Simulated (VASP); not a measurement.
# TiAl (Cmmm) in VASP: notebook, part 2 of 2

VASP 6.6.1. The steps go on from the part before.

## 3. Single point, LDA (strain +0.0150 x Voigt [0, 0, 0, 0, 0, 1])

The input, INCAR:

```
ALGO = Fast
EDIFF = 1E-6
ENCUT = 520
ISIF = 2
ISMEAR = 0
LASPH = T
LCHARG = F
LREAL = F
LWAVE = F
NBANDS = 14
NELM = 60
PREC = Accurate
SIGMA = 0.15
```

The input, KPOINTS:

```
k-points
0
Gamma
  16 16 16
```

The input, POSCAR:

```
TiAl
1.0
    3.1790640000      0.0238429800      0.0000000000
    0.0238429800      3.1790640000      0.0000000000
    0.0000000000      0.0000000000      3.1790640000
Ti Al
1 1
Direct
    0.0000000000      0.0000000000      0.0000000000
    0.5000000000      0.5000000000      0.5000000000
```

Potentials or basis: VASP PAW LDA potentials, release 64 (Ti_sv, Al).

Command:

```sh
cat potpaw_LDA.64/Ti_sv/POTCAR potpaw_LDA.64/Al/POTCAR > POTCAR
mpirun -np 1 vasp_std > vasp.out
```

OUTCAR:

```text
EDIFF = 1E-6
   ENCUT = 520
   ISIF = 2
   ISMEAR = 0
   LASPH = T
   LREAL = F
   NELM = 60
   PREC = Accurate

 ion  position               nearest neighbor table
   1  0.000  0.000  0.000-   2 2.74   2 2.74   2 2.74   2 2.74   2 2.77   2 2.77   2 2.77   2 2.77

   2  0.500  0.500  0.500-   1 2.74   1 2.74   1 2.74   1 2.74   1 2.77   1 2.77   1 2.77   1 2.77

  LATTYP: Found a base centered orthorhombic cell.
 ALAT       =     4.4621563588
 B/A-ratio  =     1.0151133501
 C/A-ratio  =     0.7124501574

  Lattice vectors:

 A1 = (  -0.0238429800,  -3.1790640000,   0.0000000000)
 A2 = (   3.1790640000,   0.0238429800,   0.0000000000)
 A3 = (   0.0000000000,   0.0000000000,   3.1790640000)

Analysis of symmetry for initial positions (statically):
=====================================================================
 Subroutine PRICEL returns:
 Original cell was already a primitive cell.

 Routine SETGRP: Setting up the symmetry group for a
 base centered orthorhombic supercell.

 Subroutine GETGRP returns: Found  8 space group operations
 (whereof  8 operations were pure point group operations)
 out of a pool of  8 trial point group operations.

The static configuration has the point symmetry D_2h.

Analysis of symmetry for dynamics (positions and initial velocities):
=====================================================================
 Subroutine PRICEL returns:
 Original cell was already a primitive cell.

 Routine SETGRP: Setting up the symmetry group for a
 base centered orthorhombic supercell.

 Subroutine GETGRP returns: Found  8 space group operations
 (whereof  8 operations were pure point group operations)
 out of a pool of  8 trial point group operations.

The dynamic configuration has the point symmetry D_2h.

 Subroutine INISYM returns: Found  8 space group operations
 (whereof  8 operations are pure point group operations),
 and found     1 'primitive' translations

----------------------------------------------------------------------------------------

                                     Primitive cell

[... 122 lines left out ...]
 RMM-DIIS sequential band-by-band and
 Gauss-broadening in eV      SIGMA  =   0.15
  energy-cutoff  :      520.00
  volume of cell :       32.13
 maximum number of plane-waves:       888
   NGX = 11   NGY = 11   NGZ = 11

 number of electron      14.9999993 magnetization

 Free energy of the ion-electron system (eV)
  ---------------------------------------------------
  ext. energy  EPLUGINS =         0.00000000
  ---------------------------------------------------
  free energy    TOTEN  =       -13.28060033 eV

  energy without entropy =      -13.25085464  energy(sigma->0) =      -13.26572748

 E-fermi :   8.5216     XC(G=0): -11.3153

 val. band max:        8.5206489671   @ k =   0.3125   0.2500   0.0625
 cond. band min:       8.5235444720   @ k =   0.3750   0.1875   0.1875
 fundamental gap:      0.0028955049
 Fermi energy:         8.5216118460

 k-point     1 :       0.0000    0.0000    0.0000
  band No.  band energies     occupation
      1     -47.6684      2.00000
      2     -24.2594      2.00000
      3     -24.2532      2.00000
      4     -24.2475      2.00000
      5      -0.6706      2.00000
      6       7.1099      2.00000
      7       7.1115      2.00000
      8      10.2452      0.00000
      9      10.2710      0.00000
     10      10.3014      0.00000
     11      12.9180      0.00000
     12      12.9419      0.00000
     13      12.9699      0.00000
     14      17.4321      0.00000
[... 377 lines left out ...]
      1     -47.6672      2.00000
      2     -24.2660      2.00000
      3     -24.2534      2.00000
      4     -24.2520      2.00000
      5      -0.5441      2.00000
      6       7.0812      2.00000
      7       7.1353      2.00000
      8      10.0558      0.00000
      9      10.0907      0.00000
     10      10.2565      0.00000
     11      12.8004      0.00000
     12      12.8236      0.00000
     13      13.2500      0.00000
     14      17.4527      0.00000

 [... further k-points ...]

------------------------ aborting loop because EDIFF is reached ----------------------------------------

  FORCE on cell =-STRESS in cart. coord.  units (eV):
  Direction    XX          YY          ZZ          XY          YZ          ZX
  --------------------------------------------------------------------------------------
  -------------------------------------------------------------------------------------
  Total       -1.1356604     -1.1356604     -1.1286077     -0.1872011      0.0000000      0.0000000
  in kB      -56.6351012    -56.6351012    -56.2833856     -9.3356724      0.0000000      0.0000000
  external PRESSURE =     -56.5178626 kB  Pullay stress =       0.0000000 kB

 VOLUME and BASIS-vectors are now :
 -----------------------------------------------------------------------------
  energy-cutoff  :      520.00
  volume of cell :       32.13
      direct lattice vectors                 reciprocal lattice vectors
     3.179064000  0.023842980  0.000000000     0.314575691 -0.002359318  0.000000000
     0.023842980  3.179064000  0.000000000    -0.002359318  0.314575691  0.000000000
     0.000000000  0.000000000  3.179064000     0.000000000  0.000000000  0.314557996

 POSITION                                       TOTAL-FORCE (eV/Angst)
 -----------------------------------------------------------------------------------
      0.00000      0.00000      0.00000        -0.000000      0.000000      0.000000
      1.60145      1.60145      1.58953         0.000000      0.000000      0.000000
 -----------------------------------------------------------------------------------
    total drift:                                0.000000      0.000000      0.000000

  FREE ENERGIE OF THE ION-ELECTRON SYSTEM (eV)
  ---------------------------------------------------
  free  energy   TOTEN  =       -13.2806003287 eV

  energy  without entropy=      -13.2508546352  energy(sigma->0) =      -13.26572748
```

It took 3.6 min on 1 thread of AMD EPYC 9R45 (Zen 5), shared host; peak memory 0.35 GiB.

What came out:

| Property | Result |
| --- | --- |
| Free energy | -13.2806 eV |
| Pressure | -5.7 GPa |
| Band gap on the k mesh | zero (an odd number of electrons rules out a gap without spin polarisation) |

Levels at points of the mesh, in eV from the Fermi level:
```tsv
k point	band 4	band 5	band 6	band 7	band 8	band 9	band 10	band 11
(0.00, 0.00, 0.00)	-32.77	-9.19	-1.41	-1.41	1.72	1.75	1.78	4.40
(0.50, 0.00, 0.00)	-32.76	-5.96	-5.12	-0.54	0.11	0.11	1.96	3.00
(0.50, 0.50, 0.00)	-32.74	-5.00	-2.10	-1.92	-1.44	0.66	0.67	2.74
(0.00, 0.00, 0.50)	-32.75	-5.96	-5.12	-0.54	0.06	0.16	1.95	3.00
(0.50, 0.00, 0.50)	-32.74	-5.00	-2.01	-2.01	-1.44	0.67	0.67	2.74
(0.50, 0.50, 0.50)	-32.90	-3.10	-3.07	-3.04	0.56	2.80	2.80	2.90
```

Caveat: the cell differs from its parent crystal (strain +0.0150 x Voigt [0, 0, 0, 0, 0, 1]); the cell stands under tension.
